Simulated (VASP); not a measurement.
# Mg (Im-3m) in VASP: a series of runs, part 2 of 2

VASP 6.6.1.

## 3. Electric field gradients, r2SCAN (volume scaled by 0.975)

Input file POSCAR:

```
Mg
1.0
   -1.7578666117      1.7578666117      1.7578666117
    1.7578666117     -1.7578666117      1.7578666117
    1.7578666117      1.7578666117     -1.7578666117
Mg
1
Direct
    0.0000000000      0.0000000000      0.0000000000
```

Input file INCAR.step1:

```
  PREC = Accurate
  ENCUT = 520
  ISMEAR = -1
  SIGMA = 0.08
  LREAL = False
  LASPH = True
  NELM = 100
  NBANDS = 7
  GGA = PE
  ALGO = Normal
  EDIFF = 1E-4
  LWAVE = True
  LCHARG = False
```

Input file INCAR.step2:

```
  PREC = Accurate
  ENCUT = 520
  EDIFF = 1E-8
  ISMEAR = -1
  SIGMA = 0.08
  LREAL = False
  LASPH = True
  NELM = 100
  ALGO = Normal
  ISIF = 2
  LWAVE = False
  LCHARG = False
  METAGGA = R2SCAN
  LMIXTAU = True
  LEFG = True
  NBANDS = 7
  ISTART = 1
```

Input file KPOINTS:

```
Automatic mesh
0
Gamma
  14 14 14
```

Potentials or basis: VASP PAW PBE potentials, release 64 (Mg).

Launch:

```console
$ cat potpaw_PBE.64/Mg/POTCAR > POTCAR
$ cp INCAR.step1 INCAR
$ mpirun -np 1 vasp_std > vasp.out
$ cp INCAR.step2 INCAR
$ mpirun -np 1 vasp_std > vasp.out
```

OUTCAR:

```text
PREC = Accurate
   ENCUT = 520
   EDIFF = 1E-8
   ISMEAR = -1
   LREAL = False
   LASPH = True
   NELM = 100
   ISIF = 2
   METAGGA = R2SCAN
   ISTART = 1

 ion  position               nearest neighbor table
   1  0.000  0.000  0.000-

  LATTYP: Found a body centered cubic cell.
 ALAT       =     3.5157332234

  Lattice vectors:

 A1 = (  -1.7578666117,   1.7578666117,   1.7578666117)
 A2 = (   1.7578666117,  -1.7578666117,   1.7578666117)
 A3 = (   1.7578666117,   1.7578666117,  -1.7578666117)

Analysis of symmetry for initial positions (statically):
=====================================================================
 Subroutine PRICEL returns:
 Original cell was already a primitive cell.

 Routine SETGRP: Setting up the symmetry group for a
 body centered cubic supercell.

 Subroutine GETGRP returns: Found 48 space group operations
 (whereof 48 operations were pure point group operations)
 out of a pool of 48 trial point group operations.

The static configuration has the point symmetry O_h .

Analysis of symmetry for dynamics (positions and initial velocities):
=====================================================================
 Subroutine PRICEL returns:
 Original cell was already a primitive cell.

 Routine SETGRP: Setting up the symmetry group for a
 body centered cubic supercell.

 Subroutine GETGRP returns: Found 48 space group operations
 (whereof 48 operations were pure point group operations)
 out of a pool of 48 trial point group operations.

The dynamic configuration has the point symmetry O_h .

 Subroutine INISYM returns: Found 48 space group operations
 (whereof 48 operations are pure point group operations),
 and found     1 'primitive' translations

----------------------------------------------------------------------------------------

                                     Primitive cell

  volume of cell :      21.7279

  direct lattice vectors                    reciprocal lattice vectors
    -1.757866612  1.757866612  1.757866612     0.000000000  0.284435689  0.284435689
     1.757866612 -1.757866612  1.757866612     0.284435689  0.000000000  0.284435689
     1.757866612  1.757866612 -1.757866612     0.284435689  0.284435689  0.000000000

  length of vectors
     3.044714284  3.044714284  3.044714284     0.402252808  0.402252808  0.402252808

  position of ions in fractional coordinates (direct lattice)
     0.000000000  0.000000000  0.000000000

  ion indices of the primitive-cell ions
   primitive index   ion index
                 1           1

----------------------------------------------------------------------------------------

 KPOINTS: Automatic mesh

Automatic generation of k-mesh.
 Grid dimensions read from file:
[... 66 lines left out ...]
   LREAL  =      F    real-space projection
   EDIFFG = 0.1E-06   stopping-criterion for IOM
   NSW    =      0    number of steps for IOM
   IBRION =     -1    ionic relax: 0-MD 1-quasi-New 2-CG
   NFREE  =      0    steps in history (QN), initial steepest desc. (CG)
   ISIF   =      2    stress and relaxation
   ISYM   =      2    0-nonsym 1-usesym 2-fastsym
   POTIM  = 0.5000    time-step for ionic-motion
   TEBEG  =    0.0;   TEEND  =   0.0 temperature during run
   PSTRESS=    0.0 pullay stress
   NELECT =       2.0000    total number of electrons
   NUPDOWN=      -1.0000    fix difference up-down
   EMIN   =  10.00;   EMAX   =-10.00  energy-range for DOS
   EFERMI =   0.00;   METHOD = LEGACY
   ISMEAR =    -1;   SIGMA  =   0.08  broadening in eV -4-tet -1-fermi 0-gaus
   EFERMI_NEDOS =   21; number of points for ismear=-14 and -15
   IALGO  =     38    algorithm
   IMIX   =      4    mixing-type and parameters
     AMIX     =   0.40;   BMIX     =  1.00
     AMIX_MAG =   1.60;   BMIX_MAG =  1.00
  volume/ion in A,a.u.               =      21.73       146.63
  Fermi-wavevector in a.u.,A,eV,Ry     =   0.739172  1.396833  7.433889  0.546375
  Thomas-Fermi vector in A             =   1.833271
   LORBIT       =      0    0 simple, 1 ext, 2 COOP (PROOUT), +10 PAW based schemes
   METAGGA = R2SCAN    functional components
   LHFCALC =     F    Hartree Fock is set to
   AEXX    =    0.0000 exact exchange contribution
   IVDW    =     0    specifies the selected vdW correction
   LEPSILON=     F    determine dielectric tensor
   LRPA    =     F    only Hartree local field effects (RPA)
 non-spin polarized calculation
  energy-cutoff  :      520.00
  volume of cell :       21.73
 maximum number of plane-waves:       603
   NGX = 11   NGY = 11   NGZ = 11

 number of electron       2.0000000 magnetization

 Free energy of the ion-electron system (eV)
  ---------------------------------------------------
  ext. energy  EPLUGINS =         0.00000000
  ---------------------------------------------------
  free energy    TOTEN  =        -4.12286064 eV

  energy without entropy =       -4.11489397  energy(sigma->0) =       -4.11887730

 E-fermi :   3.0337     XC(G=0):  -9.2189

 val. band max:        3.0039374087   @ k =  -0.4286   0.5000   0.0714
 cond. band min:       3.0346300813   @ k =  -0.4286   0.4286   0.3571
 fundamental gap:      0.0306926726
 Fermi energy:         3.0336693745

 k-point     1 :       0.0000    0.0000    0.0000
  band No.  band energies     occupation
      1      -4.6906      2.00000
      2      17.2489      0.00000
      3      17.2489      0.00000
      4      17.2489      0.00000
      5      19.4645      0.00000
      6      19.4645      0.00000
      7      20.1445      0.00000
[... 221 lines left out ...]
 k-point    24 :       0.3571    0.2857    0.0000
  band No.  band energies     occupation
      1       2.6506      1.98348
      2       3.3425      0.04123
      3       5.3305      0.00000
      4      12.1025      0.00000
      5      18.5274      0.00000
      6      19.8593      0.00000
      7      21.1603      0.00000

 [... further k-points ...]

------------------------ aborting loop because EDIFF is reached ----------------------------------------

  FORCE on cell =-STRESS in cart. coord.  units (eV):
  Direction    XX          YY          ZZ          XY          YZ          ZX
  --------------------------------------------------------------------------------------
  -------------------------------------------------------------------------------------
  Total        0.1713193      0.1713193      0.1713193      0.0000000      0.0000000      0.0000000
  in kB       12.6327849     12.6327849     12.6327849      0.0000000      0.0000000      0.0000000
  external PRESSURE =      12.6327849 kB  Pullay stress =       0.0000000 kB

 VOLUME and BASIS-vectors are now :
 -----------------------------------------------------------------------------
  energy-cutoff  :      520.00
  volume of cell :       21.73
      direct lattice vectors                 reciprocal lattice vectors
    -1.757866612  1.757866612  1.757866612     0.000000000  0.284435689  0.284435689
     1.757866612 -1.757866612  1.757866612     0.284435689  0.000000000  0.284435689
     1.757866612  1.757866612 -1.757866612     0.284435689  0.284435689  0.000000000

 POSITION                                       TOTAL-FORCE (eV/Angst)
 -----------------------------------------------------------------------------------
      0.00000      0.00000      0.00000         0.000000     -0.000000     -0.000000
 -----------------------------------------------------------------------------------
    total drift:                                0.000000      0.000000      0.000000

  FREE ENERGIE OF THE ION-ELECTRON SYSTEM (eV)
  ---------------------------------------------------
  free  energy   TOTEN  =        -4.1228606403 eV

  energy  without entropy=       -4.1148939661  energy(sigma->0) =       -4.11887730

 Electric field gradients (V/A^2)
---------------------------------------------------------------------
 ion       V_xx      V_yy      V_zz      V_xy      V_xz      V_yz
---------------------------------------------------------------------
   1      -0.000    -0.000    -0.000     0.000     0.000     0.000
---------------------------------------------------------------------

 Electric field gradients after diagonalization (V/A^2)
 (convention: |V_zz| > |V_xx| > |V_yy|)
----------------------------------------------------------------------
 ion       V_xx      V_yy      V_zz     asymmetry (V_yy - V_xx)/ V_zz
----------------------------------------------------------------------
   1      -0.000    -0.000     0.000       0.000
----------------------------------------------------------------------

           NMR quadrupolar parameters

 Cq : quadrupolar parameter    Cq=e*Q*V_zz/h
 eta: asymmetry parameters     (V_yy - V_xx)/ V_zz
 Q  : nuclear electric quadrupole moment in mb (millibarn)
----------------------------------------------------------------------
 ion       Cq(MHz)       eta       Q (mb)
----------------------------------------------------------------------
   1       0.000       0.000       1.000
----------------------------------------------------------------------
```

OUTCAR.step1:

```text
PREC = Accurate
   ENCUT = 520
   ISMEAR = -1
   LREAL = False
   LASPH = True
   NELM = 100
[... 454 lines left out ...]
 POSITION                                       TOTAL-FORCE (eV/Angst)
 -----------------------------------------------------------------------------------
      0.00000      0.00000      0.00000        -0.000000      0.000000     -0.000000
 -----------------------------------------------------------------------------------
    total drift:                               -0.000000      0.000000     -0.000000

  FREE ENERGIE OF THE ION-ELECTRON SYSTEM (eV)
  ---------------------------------------------------
  free  energy   TOTEN  =        -1.4762397578 eV

  energy  without entropy=       -1.4682706506  energy(sigma->0) =       -1.47225520
```

OSZICAR.step1:

```text
N       E                     dE             d eps       ncg     rms          rms(c)
DAV:   1    -0.869102765766E+00   -0.86910E+00   -0.70799E+02  1547   0.184E+02
DAV:   2    -0.148264154677E+01   -0.61354E+00   -0.60178E+00  1946   0.106E+01
DAV:   3    -0.148491483197E+01   -0.22733E-02   -0.22717E-02  1876   0.736E-01
DAV:   4    -0.148491905711E+01   -0.42251E-05   -0.42255E-05  2093   0.237E-02
DAV:   5    -0.148491907317E+01   -0.16056E-07   -0.15950E-07  1897   0.105E-03    0.674E-01
DAV:   6    -0.148069084727E+01    0.42282E-02   -0.23167E-04  1687   0.114E-01    0.431E-01
DAV:   7    -0.147623350265E+01    0.44573E-02   -0.10864E-03  1491   0.200E-01    0.239E-02
DAV:   8    -0.147623975782E+01   -0.62552E-05   -0.71461E-06  1281   0.166E-02
   1 F= -.14762398E+01 E0= -.14722552E+01  d E =-.796911E-02
```

It took 1.9 min on 1 thread of AMD EPYC 7R43 (Zen 3), shared host; peak memory 0.11 GiB.

Results:

- Free energy: -4.1229 eV
- Pressure: 1.3 GPa
- Band gap on the k mesh: zero (band 1 reaches 7.13 eV, above the bottom of band 2 at 2.10 eV)

Levels at points of the mesh, in eV from the Fermi level:
| k point | band 1 | band 2 | band 3 | band 4 | band 5 |
| --- | --- | --- | --- | --- | --- |
| (0.00, 0.00, 0.00) | -7.72 | 14.22 | 14.22 | 14.22 | 16.43 |
| (0.50, 0.00, 0.00) | -1.84 | -0.93 | 9.29 | 10.46 | 11.21 |
| (0.50, 0.50, 0.50) | 4.09 | 4.09 | 4.23 | 4.23 | 4.23 |

Caveat: the cell differs from its parent crystal (volume scaled by 0.975); without QUAD_EFG the Cq values of the log hold for a quadrupole moment of 1 mb, not for the nuclei; the PAW data sets were made with another functional, which shifts forces and pressure a little.

## 4. Electric field gradients, r2SCAN

This run uses another cell than the first one, of 22.29 Å³/atom, 1.053 times its volume.

Input file POSCAR:

```
Mg
1.0
   -1.7727644967      1.7727644967      1.7727644967
    1.7727644967     -1.7727644967      1.7727644967
    1.7727644967      1.7727644967     -1.7727644967
Mg
1
Direct
    0.0000000000      0.0000000000      0.0000000000
```

Input file INCAR.step1:

```
SYSTEM = Mg
ALGO = Normal
EDIFF = 1E-4
ENCUT = 520
GGA = PE
ISMEAR = -1
LASPH = .True.
LCHARG = .False.
LREAL = .False.
LWAVE = .True.
NBANDS = 7
NELM = 80
PREC = Accurate
SIGMA = 0.08
```

Input file INCAR.step2:

```
SYSTEM = Mg
ALGO = Normal
EDIFF = 1E-8
ENCUT = 520
ISIF = 2
ISMEAR = -1
ISTART = 1
LASPH = .True.
LCHARG = .False.
LEFG = .True.
LMIXTAU = .True.
LREAL = .False.
LWAVE = .False.
METAGGA = R2SCAN
NBANDS = 7
NELM = 80
PREC = Accurate
SIGMA = 0.08
```

Input file KPOINTS:

```
k-points
0
Gamma
  14 14 14
  0 0 0
```

Potentials or basis: VASP PAW PBE potentials, release 64 (Mg).

Launch:

```console
$ cat potpaw_PBE.64/Mg/POTCAR > POTCAR
$ cp INCAR.step1 INCAR
$ mpirun -np 1 vasp_std > vasp.out
$ cp INCAR.step2 INCAR
$ mpirun -np 1 vasp_std > vasp.out
```

OUTCAR:

```text
SYSTEM = Mg
   EDIFF = 1E-8
   ENCUT = 520
   ISIF = 2
   ISMEAR = -1
   ISTART = 1
   LASPH = .True.
   LREAL = .False.
   METAGGA = R2SCAN
   NELM = 80
   PREC = Accurate

 ion  position               nearest neighbor table
   1  0.000  0.000  0.000-

  LATTYP: Found a body centered cubic cell.
 ALAT       =     3.5455289934

  Lattice vectors:

 A1 = (  -1.7727644967,   1.7727644967,   1.7727644967)
 A2 = (   1.7727644967,  -1.7727644967,   1.7727644967)
 A3 = (   1.7727644967,   1.7727644967,  -1.7727644967)
[... 444 lines left out ...]
    total drift:                               -0.000000     -0.000000     -0.000000

  FREE ENERGIE OF THE ION-ELECTRON SYSTEM (eV)
  ---------------------------------------------------
  free  energy   TOTEN  =        -4.1253571058 eV

  energy  without entropy=       -4.1174105579  energy(sigma->0) =       -4.12138383

 Electric field gradients (V/A^2)
---------------------------------------------------------------------
 ion       V_xx      V_yy      V_zz      V_xy      V_xz      V_yz
---------------------------------------------------------------------
   1       0.000     0.000     0.000    -0.000    -0.000    -0.000
---------------------------------------------------------------------

 Electric field gradients after diagonalization (V/A^2)
 (convention: |V_zz| > |V_xx| > |V_yy|)
----------------------------------------------------------------------
 ion       V_xx      V_yy      V_zz     asymmetry (V_yy - V_xx)/ V_zz
----------------------------------------------------------------------
   1       0.000     0.000    -0.000       0.000
----------------------------------------------------------------------

           NMR quadrupolar parameters

 Cq : quadrupolar parameter    Cq=e*Q*V_zz/h
 eta: asymmetry parameters     (V_yy - V_xx)/ V_zz
 Q  : nuclear electric quadrupole moment in mb (millibarn)
----------------------------------------------------------------------
 ion       Cq(MHz)       eta       Q (mb)
----------------------------------------------------------------------
   1      -0.000       0.000       1.000
----------------------------------------------------------------------
```

It took 1.9 min on 1 thread of AMD EPYC 7R43 (Zen 3), shared host; peak memory 0.11 GiB.

What came out:

* Free energy: -4.1254 eV
* Pressure: 0.2 GPa
* Band gap on the k mesh: zero (band 1 reaches 6.99 eV, above the bottom of band 2 at 1.96 eV)

Caveat: without QUAD_EFG the Cq values of the log hold for a quadrupole moment of 1 mb, not for the nuclei; the PAW data sets were made with another functional, which shifts forces and pressure a little.

## 5. Summary

```tsv
cell	gap on the mesh (eV)	pressure (GPa)
a = 3.018 Å, angles 109.5°, 1 atom	none	2.5
a = 3.045 Å, angles 109.5°, 1 atom	none	1.3
a = 3.071 Å, angles 109.5°, 1 atom	none	0.2
```

Alike in all rows: task electric field gradients; level r2SCAN; potentials or basis VASP PAW PBE potentials, release 64 (Mg); no spin polarisation; k mesh 14 × 14 × 14; cutoff (eV) 520; smearing fermi-dirac 0.08 eV.

Caveats: the PAW data sets were made with another functional, which shifts forces and pressure a little.

Absolute energies hang on the potentials; compare differences alone.
